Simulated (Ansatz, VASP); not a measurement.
One calculation of Sb3Pb, two programs

```
Sb Pb
1.0
     4.85985    0.00000    0.00000
     0.00000    4.85985    0.00000
     0.00000    0.00000    4.85985
Sb Pb
3 1
Direct
  0.00000 0.50000 0.50000
  0.50000 0.00000 0.50000
  0.50000 0.50000 0.00000
  0.00000 0.00000 0.00000
```

Alike in both runs: task relaxation of cell and atoms; functional PBE; k mesh 10 × 10 × 10; occupations gaussian, width 0.1 eV; no spin polarisation.

|  | VASP | Ansatz |
| --- | --- | --- |
| version | VASP 6.6.1 | Ansatz 0.2.0 |
| potentials or method | VASP PAW PBE potentials, release 64 (Sb, Pb_d), cutoff 600 eV | scalar-relativistic, plane waves, PAW |
| valence electrons in the cell | 29 | 59 |

Ansatz gave:

| Quantity | Value |
| --- | --- |
| gap on the k mesh at the Fermi level, each at its own relaxed structure (eV) | none |
| relaxed volume (Å³/atom) | 29.00 |
| relaxed length of the cell vector where the two differ most in proportion (Å) | 4.877 |

Estimate VASP's values.

gap on the k mesh at the Fermi level, each at its own relaxed structure (eV): none; relaxed volume (Å³/atom): 28.94; relaxed length of the cell vector where the two differ most in proportion (Å): 4.874.

A gap of «none» marks a metal or a gap that the smearing closes. VASP's potentials hold 29 valence electrons a cell and Ansatz's 59, so a difference there can come from the potentials and not from the codes.

Spin-orbit coupling is off throughout.
